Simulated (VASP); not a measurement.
Runs of VASP 6.6.1 on CdTe. The structure is that of space group F-43m (No. 216), or close to it. The cells are those of the table. 

| cell | gap on the mesh (eV) | pressure (GPa) |
| --- | --- | --- |
| a = 4.499, b = 4.499, c = 4.465 Å, angles 60.3, 60.3, 59.5°, 2 atoms | 0.95 | (b) |
| a = 4.431, b = 4.431, c = 4.397 Å, angles 60.3, 60.3, 59.5°, 2 atoms | 1.09 | 9.3 |
| a = 4.465 Å, angles 60.0°, 2 atoms | 1.02 | 7.1 |
| a = 4.431, b = 4.431, c = 4.465 Å, angles 59.7, 59.7, 60.5°, 2 atoms | 1.03 | 8.2 |
| a = 4.465, b = 4.465, c = 4.397 Å, angles 60.5, 60.5, 59.0°, 2 atoms | 1.02 | 8.2 |
| a = 4.397 Å, angles 60.0°, 2 atoms | 1.16 | (a) |
| a = 4.669 Å, angles 60.0°, 2 atoms | 0.60 | 0.4 |
| a = 4.500, b = 4.500, c = 4.397 Å, angles 60.8, 60.8, 58.5°, 2 atoms | 0.95 | 7.1 |

Alike in all rows: task single point; level PBE; potentials or basis VASP PAW PBE potentials, release 64 (Cd, Te); no spin polarisation; k mesh 8 × 8 × 8; cutoff (eV) 520; smearing gaussian 0.05 eV.

Problem. Fill in the values left out.

Solution. (a) 10.5; (b) 6.2.

Caveats: spin-orbit coupling is left out, which moves the levels of the heavy elements.

A k mesh can miss the band edges, and the runs leave out spin-orbit coupling on Cd, Te.
